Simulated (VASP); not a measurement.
Here is a VASP 6.6.1 calculation.

Contents of POSCAR:

```
P
1.0
    3.0087494347      0.0000000000      0.0000000000
    0.0000000000     31.9381146157      0.0000000000
    0.0000000000      0.0000000000      5.5174540868
P
4
Direct
    0.0000000000      0.9702614300      0.5921507200
    0.0000000000      0.0297385700      0.4078492800
    0.5000000000      0.0297385700      0.0921507200
    0.5000000000      0.9702614300      0.9078492800
```

File INCAR.step1:

```
PREC = Accurate ; ENCUT = 520
ISMEAR = 0 ; SIGMA = 0.05
LREAL = False ; LASPH = True
NELM = 80 ; NBANDS = 18
GGA = PE ; ALGO = Normal
EDIFF = 1E-4 ; LWAVE = True
LCHARG = False
```

The input INCAR.step2:

```
PREC = Accurate ; ENCUT = 520
EDIFF = 1E-6 ; ISMEAR = 0
SIGMA = 0.05 ; LREAL = False
LASPH = True ; NELM = 80
ALGO = Normal ; ISIF = 2
LWAVE = False ; LCHARG = False
METAGGA = R2SCAN ; LMIXTAU = True
NBANDS = 18 ; ISTART = 1
```

KPOINTS

```
Automatic mesh
0
Gamma
  10 1 8
```

Potentials or basis: VASP PAW PBE potentials, release 64 (P).

Command:

```sh
$ cat potpaw_PBE.64/P/POTCAR > POTCAR
$ cp INCAR.step1 INCAR
$ mpirun -np 1 vasp_std > vasp.out
$ cp INCAR.step2 INCAR
$ mpirun -np 1 vasp_std > vasp.out
```

Task: Predict the band gap on the k mesh.

Result: Zero (bands 10 and 11 overlap by 0.24 eV).

Task: Estimate the largest force.

Result: 2.194 eV/Å.

Forces in eV/Å, atoms in the order of the input:
```
P    0.000 -0.759  2.058
P    0.000  0.759 -2.058
P    0.000  0.759  2.058
P    0.000 -0.759 -2.058
```

Caveat: there is no dipole correction, which matters where the two faces differ; the PAW data sets were made with another functional, which shifts forces and pressure a little.
